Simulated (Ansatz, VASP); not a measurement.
# Two plane-wave programs on HCl

```xyz
2
Lattice="0.0000 2.6554 2.8196 2.6554 0.0000 2.8196 2.6554 2.6554 0.0000" Properties=species:S:1:pos:R:3 pbc="T T T"
H     0.0000    0.0000    0.0000
Cl    2.6554    2.6554    2.8196
```

Change from the starting cell: strain -0.030 along x and y, +0.030 along z, atoms carried along.

Alike in both runs: task single point; functional r2SCAN; k mesh 16 × 16 × 16; occupations gaussian, width 0.15 eV; no spin polarisation.

|  | VASP | Ansatz |
| --- | --- | --- |
| version | VASP 6.6.1 | Ansatz 0.2.0 |
| potentials or method | VASP PAW PBE potentials, release 64 (H, Cl), cutoff 520 eV | scalar-relativistic, plane waves, PAW |
| valence electrons in the cell | 8 | 8 |

Ansatz gave:

- gap on the k mesh at the Fermi level (eV): none
- pressure (GPa): -10.2
- traceless stress, the component that is largest in VASP (GPa): 3.16

Question: What did VASP give for the same quantities?

Answer: gap on the k mesh at the Fermi level (eV): none; pressure (GPa): -10.3; traceless stress, the component that is largest in VASP (GPa): 3.17.

VASP's potentials were made for PBE, not for r2SCAN. A gap of «none» marks a metal or a gap that the smearing closes.
